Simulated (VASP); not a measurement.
Write the native input for VASP 6.6.1 that does the following.

```
Task                   : single point
Functional             : PBEsol
Potentials or basis    : VASP PAW PBE potentials, release 64 (Ga_d, Sb)
Cutoff                 : 520 eV
k mesh                 : 8 × 8 × 8
Occupations            : gaussian, width 0.1 eV
Spin                   : no spin polarisation
Dipole correction      : no
Further INCAR settings : ALGO = Normal; EDIFF = 1e-06; NBANDS = 32
```

The structure of GaSb2 lies in POSCAR:

```
GaSb2
1.0
   -3.6952674827      3.6952674827      2.6671933335
    3.6952674827     -3.6952674827      2.6671933335
    3.6952674827      3.6952674827     -2.6671933335
Ga Sb
2 4
Direct
    0.2500000000      0.2500000000      0.0000000000
    0.7500000000      0.7500000000      0.0000000000
    0.6385709604      0.1385709604      0.7771419207
    0.1385709604      0.3614290396      0.5000000000
    0.3614290396      0.8614290396      0.2228580793
    0.8614290396      0.6385709604      0.5000000000
```

One way to write it, as run:

INCAR

```
  PREC = Accurate
  ENCUT = 520
  EDIFF = 1E-6
  ISMEAR = 0
  SIGMA = 0.1
  LREAL = False
  LASPH = True
  NELM = 60
  ALGO = Normal
  ISIF = 2
  LWAVE = False
  LCHARG = True
  GGA = PS
  LELF = True
  LVHAR = True
  NBANDS = 32
```

KPOINTS

```
regular mesh
0
Gamma
  8 8 8
```

Potentials or basis: VASP PAW PBE potentials, release 64 (Ga_d, Sb).

Command:

```bash
$ cat potpaw_PBE.64/Ga_d/POTCAR potpaw_PBE.64/Sb/POTCAR > POTCAR
$ mpirun -np 1 vasp_std > vasp.out
```

Results of the run:

```
Pressure               : 0.1 GPa
Largest force          : 0.018 eV/Å
Band gap on the k mesh : zero (band 23 reaches 8.81 eV, above the bottom of band 24 at 5.70 eV)
```

Caveat: the PAW data sets were made with another functional, which shifts forces and pressure a little; spin-orbit coupling is left out, which moves the levels of the heavy elements.

Wall time 3.6 min on 1 thread of Intel(R) Xeon(R) Platinum 8488C (Sapphire Rapids) (shared host), peak memory 0.45 GiB.
